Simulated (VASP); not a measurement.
A run of VASP 6.6.1 is set up as follows.

INCAR

```
ALGO = Normal
DIPOL = 0.5 0.5 0.327
EDIFF = 1E-6
ENCUT = 520
GGA = CA
IDIPOL = 3
ISIF = 2
ISMEAR = 0
LASPH = T
LCHARG = F
LDIPOL = T
LREAL = F
LWAVE = F
NBANDS = 38
NELM = 60
PREC = Accurate
SIGMA = 0.1
```

KPOINTS

```
k-points
0
Gamma
  9 9 1
```

The input POSCAR:

```
Mo4C
1.0
    3.1111816891      0.0000000000      0.0000000000
    0.0000000000      3.1111816891      0.0000000000
    0.0000000000      0.0000000000     21.5098172784
Mo C
4 1
Direct
    0.5000000000      0.5000000000      0.1859615983
    0.0000000000      0.0000000000      0.2582816382
    0.5000000000      0.5000000000      0.3325055024
    0.0000000000      0.0000000000      0.3956248056
    0.3750000000      0.3750000000      0.4644305969
```

Potentials or basis: VASP PAW LDA potentials, release 64 (Mo_sv, C).

Run with:

```bash
$ cat potpaw_LDA.64/Mo_sv/POTCAR potpaw_LDA.64/C/POTCAR > POTCAR
$ mpirun -np 1 vasp_std > vasp.out
```

What does it give for the band gap on the k mesh?

Zero (band 30 reaches 1.36 eV, above the bottom of band 31 at 0.24 eV).

Predict the largest force.

5.134 eV/Å.

Forces in eV/Å, atoms in the order of the input:
```
Mo  -0.065 -0.065  1.912
Mo   0.223  0.223 -1.995
Mo  -0.426 -0.426 -1.122
Mo   0.392  0.392  5.104
C   -0.124 -0.124 -3.899
```
